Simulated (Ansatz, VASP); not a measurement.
**Two plane-wave programs on Ag**

```
Ag
1.0
     1.48397    0.85677    4.70836
    -1.48397    0.85677    4.70836
     0.00000   -1.71354    4.70836
Ag
2
Cartesian
  0.0000 0.0000 3.5313
  0.0000 0.0000 10.5938
```

Alike in both runs: functional PBE; k mesh 6 × 6 × 6; occupations gaussian, width 0.1 eV; no spin polarisation.

Ansatz relaxed the structure, and its values are those at the end. VASP's run is a single point on that final structure, the one shown.

|  | VASP | Ansatz |
| --- | --- | --- |
| version | VASP 6.6.1 | Ansatz 0.2.0 |
| potentials or method | VASP PAW PBE potentials, release 64 (Ag), cutoff 520 eV | scalar-relativistic, plane waves, PAW |
| valence electrons in the cell | 22 | 38 |

|  | VASP | Ansatz | Ansatz less VASP |
| --- | --- | --- | --- |
| gap on the k mesh at the Fermi level (eV) | none | none | - |
| pressure (GPa) | 0.0 | 0.0 | +0.07 |

A gap of «none» marks a metal or a gap that the smearing closes. VASP's potentials hold 22 valence electrons a cell and Ansatz's 38, so a difference there can come from the potentials and not from the codes.

The k mesh is coarse, so the values compare programs but aren't converged.
